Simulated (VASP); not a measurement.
# C (Fd-3m) in VASP: single point with PBE+D3(BJ)

Aim: the single point of C with PBE+D3(BJ).

Program: VASP 6.6.1. These are calculated values, not measurements. Logs are shortened: lines on timing, memory, paths and dates and some standing lists are left out, and cuts for length are marked.

## Step 1: The cell of the first run

The structure is cubic, space group Fd-3m (No. 227). Conventional cell: a = 3.557 Å, b = 3.557 Å, c = 3.557 Å, α = 90.00°, β = 90.00°, γ = 90.00°. C (site symmetry -43m) has 4 C at 1.54 Å within 2.1 Å.

## Step 2: Single point, PBE+D3(BJ)

INCAR reads:

```
PREC     = Accurate       # precision mode
ENCUT    = 600            # plane-wave cutoff, eV
EDIFF    = 1E-6           # SCF threshold, eV
ISMEAR   = 0              # smearing method
SIGMA    = 0.02           # smearing width, eV
LREAL    = F              # projectors in reciprocal space
LASPH    = T              # aspherical terms in the spheres
NELM     = 120            # most SCF steps
ALGO     = Normal         # electronic algorithm
ISIF     = 2              # what is computed and relaxed
LWAVE    = F              # write WAVECAR
LCHARG   = F              # write CHGCAR
GGA      = PE             # functional
IVDW     = 12             # dispersion correction
NBANDS   = 11             # bands
GGA_COMPAT= F
```

KPOINTS reads:

```
regular mesh
0
Gamma
  12 12 12
```

POSCAR reads:

```
C
1.0
    0.0000000000      1.7784858939      1.7784858939
    1.7784858939      0.0000000000      1.7784858939
    1.7784858939      1.7784858939      0.0000000000
C
2
Direct
    0.0000000000      0.0000000000      0.0000000000
    0.2500000000      0.2500000000      0.2500000000
```

Potentials or basis: VASP PAW PBE potentials, release 64 (C).

Started as:

```console
> cat potpaw_PBE.64/C/POTCAR > POTCAR
> mpirun -np 1 vasp_std > vasp.out
```

OUTCAR:

```text
PREC = Accurate
   ENCUT = 600
   EDIFF = 1E-6
   ISMEAR = 0
   LREAL = F
   LASPH = T
   NELM = 120
   ISIF = 2
   GGA = PE
   IVDW = 12
 IVDW          = 12

 ion  position               nearest neighbor table
   1  0.000  0.000  0.000-   2 1.54   2 1.54   2 1.54   2 1.54
   2  0.250  0.250  0.250-   1 1.54   1 1.54   1 1.54   1 1.54

  LATTYP: Found a face centered cubic cell.
 ALAT       =     3.5569717878

  Lattice vectors:

 A1 = (   0.0000000000,   1.7784858939,   1.7784858939)
 A2 = (   1.7784858939,   0.0000000000,   1.7784858939)
 A3 = (   1.7784858939,   1.7784858939,   0.0000000000)

Analysis of symmetry for initial positions (statically):
=====================================================================
 Subroutine PRICEL returns:
 Original cell was already a primitive cell.

 Routine SETGRP: Setting up the symmetry group for a
 face centered cubic supercell.

 Subroutine GETGRP returns: Found 48 space group operations
 (whereof 24 operations were pure point group operations)
 out of a pool of 48 trial point group operations.

The static configuration has the point symmetry T_d .
 The point group associated with its full space group is O_h .

Analysis of symmetry for dynamics (positions and initial velocities):
=====================================================================
 Subroutine PRICEL returns:
 Original cell was already a primitive cell.

 Routine SETGRP: Setting up the symmetry group for a
 face centered cubic supercell.

 Subroutine GETGRP returns: Found 48 space group operations
 (whereof 24 operations were pure point group operations)
 out of a pool of 48 trial point group operations.

The dynamic configuration has the point symmetry T_d .
 The point group associated with its full space group is O_h .

 Subroutine INISYM returns: Found 48 space group operations
 (whereof 24 operations are pure point group operations),
 and found     1 'primitive' translations

----------------------------------------------------------------------------------------

                                     Primitive cell

  volume of cell :      11.2507

  direct lattice vectors                    reciprocal lattice vectors
     0.000000000  1.778485894  1.778485894    -0.281138018  0.281138018  0.281138018
     1.778485894  0.000000000  1.778485894     0.281138018 -0.281138018  0.281138018
     1.778485894  1.778485894  0.000000000     0.281138018  0.281138018 -0.281138018

  length of vectors
     2.515158872  2.515158872  2.515158872     0.486945332  0.486945332  0.486945332

  position of ions in fractional coordinates (direct lattice)
     0.000000000  0.000000000  0.000000000
     0.250000000  0.250000000  0.250000000

  ion indices of the primitive-cell ions
   primitive index   ion index
                 1           1
                 2           2

----------------------------------------------------------------------------------------

 KPOINTS: regular mesh

Automatic generation of k-mesh.
 Grid dimensions read from file:
 generate k-points for:   12   12   12

 Generating k-lattice:

  Cartesian coordinates                     Fractional coordinates (reciprocal lattice)
    -0.023428168  0.023428168  0.023428168     0.083333333  0.000000000  0.000000000
     0.023428168 -0.023428168  0.023428168     0.000000000  0.083333333  0.000000000
     0.023428168  0.023428168 -0.023428168     0.000000000  0.000000000  0.083333333

  Length of vectors
     0.040578778  0.040578778  0.040578778

  Shift w.r.t. Gamma in fractional coordinates (k-lattice)
     0.000000000  0.000000000  0.000000000

 Subroutine IBZKPT returns following result:
 ===========================================

 Found     72 irreducible k-points:

 Following reciprocal coordinates:
            Coordinates               Weight
  0.000000  0.000000  0.000000      1.000000
  0.083333  0.000000  0.000000      8.000000
  0.166667  0.000000  0.000000      8.000000
  0.250000  0.000000  0.000000      8.000000
  0.333333  0.000000  0.000000      8.000000
  0.416667  0.000000  0.000000      8.000000
[... 16 lines left out ...]
  0.500000  0.166667  0.000000     24.000000
 -0.416667  0.166667  0.000000     24.000000
 [... further k-points ...]
   k-points           NKPTS =     72   k-points in BZ     NKDIM =     72   number of bands    NBANDS=     11
   number of dos      NEDOS =    301   number of ions     NIONS =      2
   total plane-waves  NPLWV =   8000
   dimension x,y,z NGX =    20 NGY =   20 NGZ =   20
   dimension x,y,z NGXF=    40 NGYF=   40 NGZF=   40
   ions per type =               2
   NGX,Y,Z   is equivalent  to a cutoff of  13.22, 13.22, 13.22 a.u.
   NGXF,Y,Z  is equivalent  to a cutoff of  26.44, 26.44, 26.44 a.u.
 SYSTEM =  unknown system
   PREC   = accura    normal or accurate (medium, high low for compatibility)
   ISTART =      0    job   : 0-new  1-cont  2-samecut
   ICHARG =      2    charge: 1-file 2-atom 10-const
   ISPIN  =      1    spin polarized calculation?
   LNONCOLLINEAR =      F non collinear calculations
   LSORBIT =      F    spin-orbit coupling
   LASPH  =      T    aspherical Exc in radial PAW
   ENCUT  =  600.0 eV  44.10 Ry    6.64 a.u.   5.02  5.02  5.02*2*pi/ulx,y,z
   NELM   =    120;   NELMIN=  2; NELMDL= -5     # of ELM steps
   EDIFF  = 0.1E-05   stopping-criterion for ELM
   LREAL  =      F    real-space projection
   EDIFFG = 0.1E-04   stopping-criterion for IOM
   NSW    =      0    number of steps for IOM
   IBRION =     -1    ionic relax: 0-MD 1-quasi-New 2-CG
   NFREE  =      0    steps in history (QN), initial steepest desc. (CG)
   ISIF   =      2    stress and relaxation
   ISYM   =      2    0-nonsym 1-usesym 2-fastsym
   POTIM  = 0.5000    time-step for ionic-motion
   TEBEG  =    0.0;   TEEND  =   0.0 temperature during run
   PSTRESS=    0.0 pullay stress
   NELECT =       8.0000    total number of electrons
   NUPDOWN=      -1.0000    fix difference up-down
   EMIN   =  10.00;   EMAX   =-10.00  energy-range for DOS
   EFERMI =   0.00;   METHOD = LEGACY
   ISMEAR =     0;   SIGMA  =   0.02  broadening in eV -4-tet -1-fermi 0-gaus
   EFERMI_NEDOS =   21; number of points for ismear=-14 and -15
   IALGO  =     38    algorithm
   IMIX   =      4    mixing-type and parameters
     AMIX     =   0.40;   BMIX     =  1.00
     AMIX_MAG =   1.60;   BMIX_MAG =  1.00
  volume/ion in A,a.u.               =       5.63        37.96
  Fermi-wavevector in a.u.,A,eV,Ry     =   1.461205  2.761277 29.050061  2.135119
  Thomas-Fermi vector in A             =   2.577564
   LORBIT       =      0    0 simple, 1 ext, 2 COOP (PROOUT), +10 PAW based schemes
   GGA     = PE    functional components
   LHFCALC =     F    Hartree Fock is set to
   AEXX    =    0.0000 exact exchange contribution
   IVDW    =    12    specifies the selected vdW correction
   LEPSILON=     F    determine dielectric tensor
   LRPA    =     F    only Hartree local field effects (RPA)
 non-spin polarized calculation
 Gauss-broadening in eV      SIGMA  =   0.02
  energy-cutoff  :      600.00
  volume of cell :       11.25
 maximum number of plane-waves:       388
   NGX =  9   NGY =  9   NGZ =  9

 number of electron       7.9999999 magnetization

 Free energy of the ion-electron system (eV)
  ---------------------------------------------------
  ext. energy  EPLUGINS =         0.00000000
  ---------------------------------------------------
  free energy    TOTEN  =       -18.18756967 eV

  energy without entropy =      -18.18756967  energy(sigma->0) =      -18.18756967

 E-fermi :   9.9380     XC(G=0): -13.2921

 val. band max:        9.8478917882   @ k =   0.0000   0.0000   0.0000
 cond. band min:      14.0201120532   @ k =   0.3333   0.3333   0.0000
 fundamental gap:      4.1722202650
 Fermi energy:         9.9380309827

 k-point     1 :       0.0000    0.0000    0.0000
  band No.  band energies     occupation
      1     -11.7395      2.00000
      2       9.8479      2.00000
      3       9.8479      2.00000
      4       9.8479      2.00000
      5      15.4608      0.00000
      6      15.4608      0.00000
      7      15.4608      0.00000
      8      23.3683      0.00000
      9      29.2485      0.00000
     10      36.4746      0.00000
     11      36.4746      0.00000

 k-point     2 :       0.0833    0.0000    0.0000
  band No.  band energies     occupation
      1     -11.5462      2.00000
      2       8.6136      2.00000
      3       9.5223      2.00000
      4       9.5223      2.00000
      5      15.8875      0.00000
      6      15.8875      0.00000
      7      16.1852      0.00000
      8      23.5267      0.00000
      9      29.5693      0.00000
     10      34.3341      0.00000
     11      34.3341      0.00000

 k-point     3 :       0.1667    0.0000    0.0000
  band No.  band energies     occupation
      1     -10.9684      2.00000
      2       6.0687      2.00000
      3       8.8160      2.00000
      4       8.8160      2.00000
      5      16.8137      0.00000
      6      16.8137      0.00000
      7      17.2951      0.00000
      8      23.9819      0.00000
      9      30.2395      0.00000
     10      32.7287      0.00000
     11      32.7287      0.00000
[... 267 lines left out ...]
 k-point    23 :       0.5000    0.1667    0.0000
  band No.  band energies     occupation
      1      -5.9473      2.00000
      2      -2.2393      2.00000
      3       4.8300      2.00000
      4       5.8501      2.00000
      5      16.9782      0.00000
      6      20.6253      0.00000
      7      21.1817      0.00000
      8      24.2157      0.00000
      9      30.0853      0.00000
     10      33.8155      0.00000
     11      36.5530      0.00000

 k-point    24 :      -0.4167    0.1667    0.0000
  band No.  band energies     occupation
      1      -5.5110      2.00000
      2      -2.7622      2.00000
      3       4.3393      2.00000
      4       6.2317      2.00000
      5      17.4193      0.00000
      6      20.1310      0.00000
      7      21.1591      0.00000
      8      25.3852      0.00000
      9      29.3868      0.00000
     10      34.1259      0.00000
     11      34.5696      0.00000

 [... further k-points ...]

------------------------ aborting loop because EDIFF is reached ----------------------------------------

 Edisp (eV)   -0.38575

 E8    (eV) :    -0.1110

  FORCE on cell =-STRESS in cart. coord.  units (eV):
  Direction    XX          YY          ZZ          XY          YZ          ZX
  --------------------------------------------------------------------------------------
  -------------------------------------------------------------------------------------
  Total      -0.00036    -0.00036    -0.00036    -0.00000    -0.00000     0.00000
  in kB      -0.05169    -0.05169    -0.05169    -0.00000    -0.00000     0.00000
  external pressure =       -0.05 kB  Pullay stress =        0.00 kB

 VOLUME and BASIS-vectors are now :
 -----------------------------------------------------------------------------
  energy-cutoff  :      600.00
  volume of cell :       11.25
      direct lattice vectors                 reciprocal lattice vectors
     0.000000000  1.778485894  1.778485894    -0.281138018  0.281138018  0.281138018
     1.778485894  0.000000000  1.778485894     0.281138018 -0.281138018  0.281138018
     1.778485894  1.778485894  0.000000000     0.281138018  0.281138018 -0.281138018

 POSITION                                       TOTAL-FORCE (eV/Angst)
 -----------------------------------------------------------------------------------
      0.00000      0.00000      0.00000         0.000000      0.000000      0.000000
      0.88924      0.88924      0.88924        -0.000000     -0.000000     -0.000000
 -----------------------------------------------------------------------------------
    total drift:                                0.000000      0.000000      0.000000

  FREE ENERGIE OF THE ION-ELECTRON SYSTEM (eV)
  ---------------------------------------------------
  free  energy   TOTEN  =       -18.5733194279 eV

  energy  without entropy=      -18.5733194279  energy(sigma->0) =      -18.57331943
```

Wall time 3.7 s (1 thread of Intel Xeon 6975P-C (Granite Rapids), shared host); peak memory 0.13 GiB.

Results:

* Free energy: -18.5733 eV
* Pressure: 0.0 GPa
* Band gap on the k mesh: 4.17 eV, indirect (least direct gap 5.61 eV)
* Dispersion energy per atom: -0.193 eV

Levels at points of the mesh, in eV from the valence-band top:
```csv
k point,band 1,band 2,band 3,band 4,band 5,band 6,band 7,band 8,band 9
"(0.00, 0.00, 0.00)",-21.59,0.00,0.00,0.00,5.61,5.61,5.61,13.52,19.40
"(0.50, 0.00, 0.00)",-15.77,-13.46,-2.82,-2.82,8.49,8.49,8.96,15.77,22.01
"(0.50, 0.50, 0.00)",-12.82,-12.82,-6.35,-6.35,4.78,4.78,16.93,16.93,23.38
```

A k mesh can miss the band edges.
